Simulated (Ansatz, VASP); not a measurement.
## Zr: VASP beside Ansatz

File INCAR:

```
SYSTEM = Zr
ALGO = Fast
EDIFF = 1E-6
ENCUT = 520
GGA = PS
ISIF = 2
ISMEAR = 0
LASPH = .True.
LCHARG = .True.
LELF = .True.
LREAL = .False.
LVHAR = .True.
LWAVE = .False.
NBANDS = 19
NELM = 100
PREC = Accurate
SIGMA = 0.15
```

File KPOINTS:

```
k-points
0
Gamma
  18 18 10
  0 0 0
```

POSCAR

```
Zr
1.0
    3.2319982225      0.0000000000      0.0242399867
   -1.6159991112      2.7989925657     -0.0121199933
    0.0386025000      0.0000000000      5.1470000000
Zr
2
Direct
    0.3333333333      0.6666666667      0.2500000000
    0.6666666667      0.3333333333      0.7500000000
```

Input for Ansatz:

```yaml
crystal:
  lattice:
    - [3.2319982225, 0.0, 0.0242399867]
    - [-1.6159991112, 2.7989925657, -0.0121199933]
    - [0.0386025, 0.0, 5.147]
  atoms:
    - { symbol: Zr, position: [0.3333333333, 0.6666666667, 0.25] }
    - { symbol: Zr, position: [0.6666666667, 0.3333333333, 0.75] }
basis:
  ecutwfc: 420
kpoints:
  mp_grid: { grid: [18, 18, 10] }
hamiltonian:
  xc: pbesol
scf:
  occupations: { method: gaussian, width: 0.15 }
output:
  forces: true
  stress: true
  eigenvalues: true
```

Change from the starting cell: strain +0.0150 x Voigt [0, 0, 0, 0, 1, 0], atoms carried along.

Alike in both runs: task single point; functional PBEsol; k mesh 18 × 18 × 10; occupations gaussian, width 0.15 eV; no spin polarisation.

|  | VASP | Ansatz |
| --- | --- | --- |
| version | VASP 6.6.1 | Ansatz 0.2.0 |
| potentials or method | VASP PAW PBE potentials, release 64 (Zr_sv), cutoff 520 eV | scalar-relativistic, plane waves, PAW |
| valence electrons in the cell | 24 | 24 |

|  | VASP | Ansatz | Ansatz less VASP |
| --- | --- | --- | --- |
| gap on the k mesh at the Fermi level (eV) | none | none | - |
| pressure (GPa) | -3.3 | -3.3 | -0.05 |
| traceless stress, the component that is largest in VASP (GPa) | -0.36 | -0.36 | +0.002 |

VASP's potentials were made for PBE, not for PBEsol. A gap of «none» marks a metal or a gap that the smearing closes.
